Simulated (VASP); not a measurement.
# CoSi2 (AlB2 type) (P6/mmm) in VASP: notebook

CoSi2 (AlB2 type) is run at these levels: PBE; tasks: single point, relaxation of cell and atoms.

Everything below comes from runs of VASP 6.6.1. Logs are shortened: lines on timing, memory, paths and dates and some standing lists are left out, and cuts for length are marked.

## (1) The cell of the first run

Symmetry: P6/mmm, No. 191, hexagonal system. Conventional cell: a = 4.162 Å, b = 4.162 Å, c = 2.504 Å, α = 90.00°, β = 90.00°, γ = 120.00°. Co (site symmetry 6/mmm) has 2 Co at 2.50 Å and 12 Si at 2.71 Å within 3.3 Å. Si (site symmetry -6m2) has 5 Si at 2.40 to 2.50 Å and 6 Co at 2.71 Å within 3.2 Å.

## (2) Single point, PBE

INCAR reads:

```
ALGO     = Normal         # electronic algorithm
EDIFF    = 1E-6           # SCF threshold, eV
ENCUT    = 520            # plane-wave cutoff, eV
GGA      = PE             # functional
ISIF     = 2              # what is computed and relaxed
ISMEAR   = -1             # smearing method
LASPH    = True           # aspherical terms in the spheres
LCHARG   = False          # write CHGCAR
LREAL    = False          # projectors in reciprocal space
LWAVE    = False          # write WAVECAR
NBANDS   = 16             # bands
NELM     = 100            # most SCF steps
PREC     = Accurate       # precision mode
SIGMA    = 0.1            # smearing width, eV
```

KPOINTS reads:

```
k-points
0
Gamma
  9 9 7
```

POSCAR reads:

```
CoSi2
1.0
    4.1619161731      0.0000000000      0.0000000000
   -2.0809580866      3.6043251343      0.0000000000
    0.0000000000      0.0000000000      2.5040334719
Co Si
1 2
Direct
    0.0000000000      0.0000000000      0.0000000000
    0.3333333333      0.6666666667      0.5000000000
    0.6666666667      0.3333333333      0.5000000000
```

Potentials or basis: VASP PAW PBE potentials, release 64 (Co, Si).

Command:

```console
> cat potpaw_PBE.64/Co/POTCAR potpaw_PBE.64/Si/POTCAR > POTCAR
> mpirun -np 1 vasp_std > vasp.out
```

OUTCAR:

```text
EDIFF = 1E-6
   ENCUT = 520
   GGA = PE
   ISIF = 2
   ISMEAR = -1
   LASPH = True
   LREAL = False
   NELM = 100
   PREC = Accurate

 ion  position               nearest neighbor table
   1  0.000  0.000  0.000-   2 2.71   3 2.71   2 2.71   3 2.71   3 2.71   3 2.71   2 2.71   2 2.71
                             3 2.71   3 2.71   2 2.71   2 2.71
   2  0.333  0.667  0.500-   3 2.40   3 2.40   3 2.40   1 2.71   1 2.71   1 2.71   1 2.71   1 2.71
                             1 2.71
   3  0.667  0.333  0.500-   2 2.40   2 2.40   2 2.40   1 2.71   1 2.71   1 2.71   1 2.71   1 2.71
                             1 2.71

  LATTYP: Found a hexagonal cell.
 ALAT       =     4.1619161731
 C/A-ratio  =     0.6016539901

  Lattice vectors:

 A1 = (   4.1619161731,   0.0000000000,   0.0000000000)
 A2 = (  -2.0809580866,   3.6043251343,   0.0000000000)
 A3 = (   0.0000000000,   0.0000000000,   2.5040334719)

Analysis of symmetry for initial positions (statically):
=====================================================================
 Subroutine PRICEL returns:
 Original cell was already a primitive cell.

 Routine SETGRP: Setting up the symmetry group for a
 hexagonal supercell.

 Subroutine GETGRP returns: Found 24 space group operations
 (whereof 24 operations were pure point group operations)
 out of a pool of 24 trial point group operations.

The static configuration has the point symmetry D_6h.

Analysis of symmetry for dynamics (positions and initial velocities):
=====================================================================
 Subroutine PRICEL returns:
 Original cell was already a primitive cell.

 Routine SETGRP: Setting up the symmetry group for a
 hexagonal supercell.

 Subroutine GETGRP returns: Found 24 space group operations
 (whereof 24 operations were pure point group operations)
 out of a pool of 24 trial point group operations.

The dynamic configuration has the point symmetry D_6h.

 Subroutine INISYM returns: Found 24 space group operations
 (whereof 24 operations are pure point group operations),
 and found     1 'primitive' translations

----------------------------------------------------------------------------------------

                                     Primitive cell

  volume of cell :      37.5628

  direct lattice vectors                    reciprocal lattice vectors
     4.161916173  0.000000000  0.000000000     0.240273941  0.138722224  0.000000000
    -2.080958087  3.604325134  0.000000000     0.000000000  0.277444449  0.000000000
     0.000000000  0.000000000  2.504033472     0.000000000  0.000000000  0.399355684

  length of vectors
     4.161916173  4.161916173  2.504033472     0.277444449  0.277444449  0.399355684

  position of ions in fractional coordinates (direct lattice)
     0.000000000  0.000000000  0.000000000
     0.333333333  0.666666667  0.500000000
     0.666666667  0.333333333  0.500000000

  ion indices of the primitive-cell ions
   primitive index   ion index
                 1           1
                 2           2
                 3           3

----------------------------------------------------------------------------------------

 KPOINTS: k-points

Automatic generation of k-mesh.
 Grid dimensions read from file:
 generate k-points for:    9    9    7

 Generating k-lattice:

  Cartesian coordinates                     Fractional coordinates (reciprocal lattice)
     0.026697105  0.015413580  0.000000000     0.111111111  0.000000000  0.000000000
     0.000000000  0.030827161  0.000000000     0.000000000  0.111111111  0.000000000
     0.000000000  0.000000000  0.057050812     0.000000000  0.000000000  0.142857143

  Length of vectors
     0.030827161  0.030827161  0.057050812

  Shift w.r.t. Gamma in fractional coordinates (k-lattice)
     0.000000000  0.000000000  0.000000000

 Subroutine IBZKPT returns following result:
 ===========================================

 Found     48 irreducible k-points:

 Following reciprocal coordinates:
            Coordinates               Weight
  0.000000  0.000000  0.000000      1.000000
  0.111111  0.000000  0.000000      6.000000
  0.222222  0.000000  0.000000      6.000000
  0.333333  0.000000  0.000000      6.000000
  0.444444  0.000000  0.000000      6.000000
  0.111111  0.111111  0.000000      6.000000
[... 16 lines left out ...]
  0.333333  0.222222  0.142857     24.000000
  0.333333  0.333333  0.142857      4.000000
 [... further k-points ...]
   k-points           NKPTS =     48   k-points in BZ     NKDIM =     48   number of bands    NBANDS=     16
   number of dos      NEDOS =    301   number of ions     NIONS =      3
   total plane-waves  NPLWV =  20480
   dimension x,y,z NGX =    32 NGY =   32 NGZ =   20
   dimension x,y,z NGXF=    64 NGYF=   64 NGZF=   40
   ions per type =               1   2
   NGX,Y,Z   is equivalent  to a cutoff of  12.78, 12.78, 13.28 a.u.
   NGXF,Y,Z  is equivalent  to a cutoff of  25.56, 25.56, 26.56 a.u.
 SYSTEM =  unknown system
   PREC   = accura    normal or accurate (medium, high low for compatibility)
   ISTART =      0    job   : 0-new  1-cont  2-samecut
   ICHARG =      2    charge: 1-file 2-atom 10-const
   ISPIN  =      1    spin polarized calculation?
   LNONCOLLINEAR =      F non collinear calculations
   LSORBIT =      F    spin-orbit coupling
   LASPH  =      T    aspherical Exc in radial PAW
   ENCUT  =  520.0 eV  38.22 Ry    6.18 a.u.   7.74  7.74  4.66*2*pi/ulx,y,z
   NELM   =    100;   NELMIN=  2; NELMDL= -5     # of ELM steps
   EDIFF  = 0.1E-05   stopping-criterion for ELM
   LREAL  =      F    real-space projection
   EDIFFG = 0.1E-04   stopping-criterion for IOM
   NSW    =      0    number of steps for IOM
   IBRION =     -1    ionic relax: 0-MD 1-quasi-New 2-CG
   NFREE  =      0    steps in history (QN), initial steepest desc. (CG)
   ISIF   =      2    stress and relaxation
   ISYM   =      2    0-nonsym 1-usesym 2-fastsym
   POTIM  = 0.5000    time-step for ionic-motion
   TEBEG  =    0.0;   TEEND  =   0.0 temperature during run
   PSTRESS=    0.0 pullay stress
   NELECT =      17.0000    total number of electrons
   NUPDOWN=      -1.0000    fix difference up-down
   EMIN   =  10.00;   EMAX   =-10.00  energy-range for DOS
   EFERMI =   0.00;   METHOD = LEGACY
   ISMEAR =    -1;   SIGMA  =   0.10  broadening in eV -4-tet -1-fermi 0-gaus
   EFERMI_NEDOS =   21; number of points for ismear=-14 and -15
   IALGO  =     38    algorithm
   IMIX   =      4    mixing-type and parameters
     AMIX     =   0.40;   BMIX     =  1.00
     AMIX_MAG =   1.60;   BMIX_MAG =  1.00
  volume/ion in A,a.u.               =      12.52        84.50
  Fermi-wavevector in a.u.,A,eV,Ry     =   1.256913  2.375222 21.494907  1.579831
  Thomas-Fermi vector in A             =   2.390598
   LORBIT       =      0    0 simple, 1 ext, 2 COOP (PROOUT), +10 PAW based schemes
   GGA     = PE    functional components
   LHFCALC =     F    Hartree Fock is set to
   AEXX    =    0.0000 exact exchange contribution
   IVDW    =     0    specifies the selected vdW correction
   LEPSILON=     F    determine dielectric tensor
   LRPA    =     F    only Hartree local field effects (RPA)
 non-spin polarized calculation
  energy-cutoff  :      520.00
  volume of cell :       37.56
 maximum number of plane-waves:      1030
 NGX is ok and might be reduce to    32
   NGX = 15   NGY = 15   NGZ =  9

 number of electron      16.9999996 magnetization

 Free energy of the ion-electron system (eV)
  ---------------------------------------------------
  ext. energy  EPLUGINS =         0.00000000
  ---------------------------------------------------
  free energy    TOTEN  =       -17.04596975 eV

  energy without entropy =      -16.95932163  energy(sigma->0) =      -17.00264569

 E-fermi :  11.0168     XC(G=0): -12.0376

 val. band max:       10.9932500205   @ k =   0.3333   0.0000   0.2857
 cond. band min:      11.0207395194   @ k =   0.2222   0.0000   0.4286
 fundamental gap:      0.0274894989
 Fermi energy:        11.0168292450

 k-point     1 :       0.0000    0.0000    0.0000
  band No.  band energies     occupation
      1      -3.1537      2.00000
      2       5.5865      2.00000
      3       5.5865      2.00000
      4       6.6255      2.00000
      5       8.0058      2.00000
      6       9.3591      2.00000
[... 8 lines left out ...]
     15      25.0951      0.00000
     16      27.2122      0.00000

 k-point     2 :       0.1111    0.0000    0.0000
  band No.  band energies     occupation
      1      -3.0220      2.00000
      2       4.4369      2.00000
      3       5.5157      2.00000
      4       7.5836      2.00000
      5       7.9192      2.00000
      6       9.1385      2.00000
[... 8 lines left out ...]
     15      24.4672      0.00000
     16      25.9103      0.00000

 k-point     3 :       0.2222    0.0000    0.0000
  band No.  band energies     occupation
      1      -2.6325      2.00000
      2       2.9505      2.00000
      3       5.3490      2.00000
      4       7.0156      2.00000
      5       8.7316      2.00000
      6       9.1503      2.00000
[... 8 lines left out ...]
     15      23.1835      0.00000
     16      23.3970      0.00000

 k-point     4 :       0.3333    0.0000    0.0000
  band No.  band energies     occupation
      1      -2.0092      2.00000
      2       1.5549      2.00000
      3       5.1779      2.00000
      4       6.3959      2.00000
      5       8.7740      2.00000
      6       9.0614      2.00000
[... 8 lines left out ...]
     15      20.6059      0.00000
     16      22.3281      0.00000
[... 324 lines left out ...]
 k-point    22 :       0.2222    0.2222    0.1429
  band No.  band energies     occupation
      1      -1.1930      2.00000
      2       1.6872      2.00000
      3       4.1436      2.00000
      4       8.2168      2.00000
      5       8.6989      2.00000
      6       9.0904      2.00000
[... 8 lines left out ...]
     15      20.9377      0.00000
     16      21.4430      0.00000

 k-point    23 :       0.3333    0.2222    0.1429
  band No.  band energies     occupation
      1      -0.4673      2.00000
      2       0.8056      2.00000
      3       3.6522      2.00000
      4       8.3158      2.00000
      5       8.8809      2.00000
      6       9.0527      2.00000
[... 8 lines left out ...]
     15      20.9393      0.00000
     16      21.8114      0.00000

 k-point    24 :       0.3333    0.3333    0.1429
  band No.  band energies     occupation
      1       0.2072      2.00000
      2       0.2072      2.00000
      3       3.2430      2.00000
      4       8.7620      2.00000
      5       8.8746      2.00000
      6       8.8746      2.00000
[... 8 lines left out ...]
     15      20.6868      0.00000
     16      22.7940      0.00000

 [... further k-points ...]

------------------------ aborting loop because EDIFF is reached ----------------------------------------

  FORCE on cell =-STRESS in cart. coord.  units (eV):
  Direction    XX          YY          ZZ          XY          YZ          ZX
  --------------------------------------------------------------------------------------
  -------------------------------------------------------------------------------------
  Total       -0.0055322     -0.0055322      0.0077756      0.0000000      0.0000000     -0.0000000
  in kB       -0.2359664     -0.2359664      0.3316568      0.0000000      0.0000000     -0.0000000
  external PRESSURE =      -0.0467587 kB  Pullay stress =       0.0000000 kB

 VOLUME and BASIS-vectors are now :
 -----------------------------------------------------------------------------
  energy-cutoff  :      520.00
  volume of cell :       37.56
      direct lattice vectors                 reciprocal lattice vectors
     4.161916173  0.000000000  0.000000000     0.240273941  0.138722224  0.000000000
    -2.080958087  3.604325134  0.000000000     0.000000000  0.277444449  0.000000000
     0.000000000  0.000000000  2.504033472     0.000000000  0.000000000  0.399355684

 POSITION                                       TOTAL-FORCE (eV/Angst)
 -----------------------------------------------------------------------------------
      0.00000      0.00000      0.00000        -0.000000      0.000000      0.000000
     -0.00000      2.40288      1.25202         0.000000      0.000000      0.000000
      2.08096      1.20144      1.25202        -0.000000     -0.000000      0.000000
 -----------------------------------------------------------------------------------
    total drift:                                0.000000     -0.000000      0.000000

  FREE ENERGIE OF THE ION-ELECTRON SYSTEM (eV)
  ---------------------------------------------------
  free  energy   TOTEN  =       -17.0459697502 eV

  energy  without entropy=      -16.9593216347  energy(sigma->0) =      -17.00264569
```

Wall time 22 s (1 thread of Intel Xeon Platinum 8259CL at 2.50GHz (Skylake/Cascade Lake), shared host); peak memory 0.16 GiB.

Results:

* Free energy: -17.0460 eV
* Pressure: 0.0 GPa
* Band gap on the k mesh: zero (an odd number of electrons rules out a gap without spin polarisation)

Levels at points of the mesh, in eV from the Fermi level:
```tsv
k point	band 6	band 7	band 8	band 9	band 10	band 11
(0.00, 0.00, 0.00)	-1.66	-1.66	-0.50	-0.50	0.42	0.42
```

Caveat: an odd number of electrons without spin polarisation forces a metal; a magnetic or distorted state may lie lower. Spin polarisation is off, so any magnetic state and its effect on volume and gap are missing.

## (3) Single point, PBE

INCAR reads:

```
  PREC = Accurate
  ENCUT = 520
  EDIFF = 1E-6
  ISMEAR = -1
  SIGMA = 0.1
  LREAL = F
  LASPH = T
  NELM = 100
  ALGO = Normal
  ISIF = 2
  LWAVE = F
  LCHARG = F
  GGA = PE
  NBANDS = 16
```

KPOINTS reads:

```
Automatic mesh
0
Gamma
  9 9 7
```

POSCAR reads:

```
CoSi2
1.0
    4.1617097692      0.0000000000      0.0000000000
   -2.0808548846      3.6041463833      0.0000000000
    0.0000000000      0.0000000000      2.5038584088
Co Si
1 2
Direct
    0.0000000000      0.0000000000      0.0000000000
    0.3333333333      0.6666666667      0.5000000000
    0.6666666667      0.3333333333      0.5000000000
```

Potentials or basis: VASP PAW PBE potentials, release 64 (Co, Si).

Command:

```console
> cat potpaw_PBE.64/Co/POTCAR potpaw_PBE.64/Si/POTCAR > POTCAR
> mpirun -np 1 vasp_std > vasp.out
```

It took 22 s on 1 thread of Intel Xeon Platinum 8259CL at 2.50GHz (Skylake/Cascade Lake), shared host; peak memory 0.16 GiB.

The run converged. Its results:

* Free energy: -17.0460 eV
* Pressure: 0.0 GPa
* Band gap on the k mesh: zero (an odd number of electrons rules out a gap without spin polarisation)

Levels at points of the mesh, in eV from the Fermi level:
| k point | band 4 | band 5 | band 6 | band 7 | band 8 | band 9 | band 10 | band 11 | band 12 | band 13 |
| --- | --- | --- | --- | --- | --- | --- | --- | --- | --- | --- |
| (0.00, 0.00, 0.00) | -4.39 | -3.01 | -1.66 | -1.66 | -0.50 | -0.50 | 0.42 | 0.42 | 3.48 | 7.22 |

Caveat: an odd number of electrons without spin polarisation forces a metal; a magnetic or distorted state may lie lower. Spin polarisation is off, so any magnetic state and its effect on volume and gap are missing.

(Continued in part 2 of 2.)

The gap in the log of VASP goes by the Fermi energy; the results here count the filled bands.